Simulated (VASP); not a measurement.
TiAl3, 4 atoms in the cell. It takes space group I4/mmm (No. 139, tetragonal). Conventional cell: a = 3.822 Å, b = 3.822 Å, c = 8.561 Å, α = 90.00°, β = 90.00°, γ = 90.00°. Ti (site symmetry 4/mmm) has 12 Al at 2.70 to 2.87 Å within 3.6 Å. Within 3.6 Å of Al (site symmetry 4/mmm) lie 4 Ti at 2.70 Å and 8 Al at 2.87 Å. Within 3.6 Å of Al (site symmetry -4m2) lie 8 Al at 2.70 to 2.87 Å and 4 Ti at 2.87 Å. 

```yaml
Program: VASP 6.6.1
Task: single point
Functional: PBE
Potentials_or_basis: VASP PAW PBE potentials, release 64 (Ti_sv, Al)
Cutoff: 520 eV
k_mesh: 6 × 6 × 6
Occupations: gaussian, width 0.1 eV
Spin: no spin polarisation
Dipole_correction: no
Further_INCAR_settings: ALGO = Normal; EDIFF = 1e-06; NBANDS = 18
```

Potentials or basis: VASP PAW PBE potentials, release 64 (Ti_sv, Al).

The run is started by

```bash
$ cat potpaw_PBE.64/Ti_sv/POTCAR potpaw_PBE.64/Al/POTCAR > POTCAR
$ mpirun -np 1 vasp_std > vasp.out
```

Hardware: 1 thread of Intel Xeon 8259CL, on a shared host.

**Question.** How long does it take, and how much memory?

**Answer.** Run time: 98 s on 1 thread of Intel Xeon 8259CL, with other jobs on the host, peak memory 0.25 GiB. Counts: scf iterations 13, k points 30.
